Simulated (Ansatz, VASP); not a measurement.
Two plane-wave programs on Ta16C

```
Ta C
1.0
     6.62000    0.00000    0.00000
     0.00000    6.62000    0.00000
     0.00000    0.00000    6.62000
Ta C
16 1
Direct
  0.00924 0.99822 0.00021
  0.49172 0.99825 0.00022
  0.00926 0.51576 0.00021
  0.98824 0.01922 0.50023
  0.25049 0.25696 0.25118
  0.49172 0.51576 0.00021
  0.51275 0.01922 0.50024
  0.75047 0.25695 0.24211
  0.98815 0.49461 0.50023
  0.25050 0.75690 0.29839
  0.25050 0.25696 0.74932
  0.51279 0.49462 0.50023
  0.75049 0.75694 0.25118
  0.75049 0.25695 0.75833
  0.25046 0.75690 0.70192
  0.75047 0.75694 0.74932
  0.25046 0.75707 0.00017
```

Alike in both runs: functional PBE; k mesh 3 × 3 × 3; occupations fermi-dirac, width 0.15 eV; no spin polarisation.

Ansatz relaxed the structure, and its values are those at the end. VASP's run is a single point on that final structure, the one shown.

```csv
,VASP,Ansatz
version,VASP 6.6.1,Ansatz 0.2.0
potentials or method,"VASP PAW PBE potentials, release 64 (Ta_pv, C), cutoff 520 eV","scalar-relativistic, plane waves, PAW"
valence electrons in the cell,180,212
```

Ansatz gave:

| Quantity | Value |
| --- | --- |
| rms of the force components (eV/Å) | 0.002 |

**Question.** What did VASP give for the same quantities?

**Answer.** rms of the force components (eV/Å): 0.009.

With one functional, cell and mesh, what is left measures potentials, basis and numerics. VASP's potentials hold 180 valence electrons a cell and Ansatz's 212, so a difference there can come from the potentials and not from the codes.

Spin-orbit coupling is off throughout.
